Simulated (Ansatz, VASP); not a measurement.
**Be2Al in VASP and in Ansatz**

The input INCAR:

```
SYSTEM = Be2Al
ALGO     = Fast           ! electronic algorithm
EDIFF    = 1E-6           ! SCF threshold, eV
EDIFFG   = -0.04          ! ionic threshold
ENCUT    = 600            ! plane-wave cutoff, eV
GGA      = PE             ! functional
IBRION   = 2              ! ionic algorithm
ISIF     = 3              ! what is computed and relaxed
ISMEAR   = 0              ! smearing method
LASPH    = .TRUE.         ! aspherical terms in the spheres
LCHARG   = .FALSE.        ! write CHGCAR
LREAL    = .FALSE.        ! projectors in reciprocal space
LWAVE    = .FALSE.        ! write WAVECAR
NELM     = 100            ! most SCF steps
NSW      = 90             ! ionic steps
PREC     = Accurate       ! precision mode
SIGMA    = 0.1            ! smearing width, eV
```

File KPOINTS:

```
k-points
0
G
  8 8 8
  0 0 0
```

File POSCAR:

```
Be2Al
1.0
   -1.4371940549      1.4371940549      3.5256166659
    1.4371940549     -1.4371940549      3.5256166659
    1.4371940549      1.4371940549     -3.5256166659
Be Al
2 1
Direct
    0.6650000000      0.6650000000      0.0000000000
    0.3350000000      0.3350000000      0.0000000000
    0.0000000000      0.0000000000      0.0000000000
```

Input for Ansatz:

```yaml
crystal:
  lattice:
    - [-1.4371940549, 1.4371940549, 3.5256166659]
    - [1.4371940549, -1.4371940549, 3.5256166659]
    - [1.4371940549, 1.4371940549, -3.5256166659]
  atoms:
    - { symbol: Be, position: [0.665, 0.665, 0.0] }
    - { symbol: Be, position: [0.335, 0.335, 0.0] }
    - { symbol: Al, position: [0.0, 0.0, 0.0] }
basis:
  ecutwfc: 420
kpoints:
  mp_grid: { grid: [8, 8, 8] }
hamiltonian:
  xc: pbe
scf:
  occupations: { method: gaussian, width: 0.1 }
  lower_state_search: "off"
output:
  forces: true
  stress: true
  eigenvalues: true
relax:
  adjacent_minimum: "off"
  f_tol: 0.04
  max_steps: 70
  cell: { stress_tol: 0.4 }
```

Alike in both runs: task relaxation of cell and atoms; functional PBE; k mesh 8 × 8 × 8; occupations gaussian, width 0.1 eV; no spin polarisation.

```csv
,VASP,Ansatz
version,VASP 6.6.1,Ansatz 0.2.0
potentials or method,"VASP PAW PBE potentials, release 64 (Be, Al), cutoff 600 eV","scalar-relativistic, plane waves, PAW"
valence electrons in the cell,7,7
```

|  | VASP | Ansatz | Ansatz less VASP |
| --- | --- | --- | --- |
| gap on the k mesh at the Fermi level, each at its own relaxed structure (eV) | none | none | - |
| relaxed volume (Å³/atom) | 11.36 | 11.60 | +0.236 |
| relaxed length of the cell vector where the two differ most in proportion (Å) | 4.241 | 4.151 | -0.0901 |

A gap of «none» marks a metal or a gap that the smearing closes.

The k mesh is coarse, so the values compare programs but aren't converged. Noted on VASP's run: the volume moved by over 15 % at a fixed basis, so the end points are rough.
